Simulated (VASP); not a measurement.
Write the native input for VASP 6.6.1 that does the following.

```yaml
Task: single point
Functional: LDA
Potentials_or_basis: VASP PAW LDA potentials, release 64 (Se)
Cutoff: 520 eV
k_mesh: 8 × 8 × 6
Occupations: fermi-dirac, width 0.03 eV
Spin: no spin polarisation
Dipole_correction: no
Further_INCAR_settings: ALGO = Normal; EDIFF = 1e-06; NBANDS = 16
```

The structure of Se lies in POSCAR:

```
Se
1.0
    4.3987213744      0.0000000000      0.0000000000
   -2.1993606872      3.8094044544      0.0000000000
    0.0000000000      0.0000000000      4.9494500000
Se
3
Direct
    0.2170000000      0.0000000000      0.1666666667
    0.0000000000      0.2170000000      0.8333333333
    0.7830000000      0.7830000000      0.5000000000
```

This cell differs from its parent crystal: equal xx and yy strain of +1 %.

These files were run (other wordings do the same):

INCAR

```
PREC = Accurate ; ENCUT = 520
EDIFF = 1E-6 ; ISMEAR = -1
SIGMA = 0.03 ; LREAL = F
LASPH = T ; NELM = 80
ALGO = Normal ; ISIF = 2
LWAVE = F ; LCHARG = T
LELF = T ; LVHAR = T
NBANDS = 16
```

KPOINTS

```
regular mesh
0
Gamma
  8 8 6
```

Potentials or basis: VASP PAW LDA potentials, release 64 (Se).

Launch:

```sh
$ cat potpaw_LDA.64/Se/POTCAR > POTCAR
$ mpirun -np 1 vasp_std > vasp.out
```

Results of the run:

```
Pressure               : 0.7 GPa
Largest force          : 0.762 eV/Å
Band gap on the k mesh : 1.05 eV, indirect (least direct gap 1.13 eV)
```

Caveat: the cell differs from its parent crystal (equal xx and yy strain of +1 %).

Run time: 38 s on 1 thread of Intel(R) Xeon(R) Platinum 8488C (Sapphire Rapids) (shared host), peak memory 0.2 GiB.
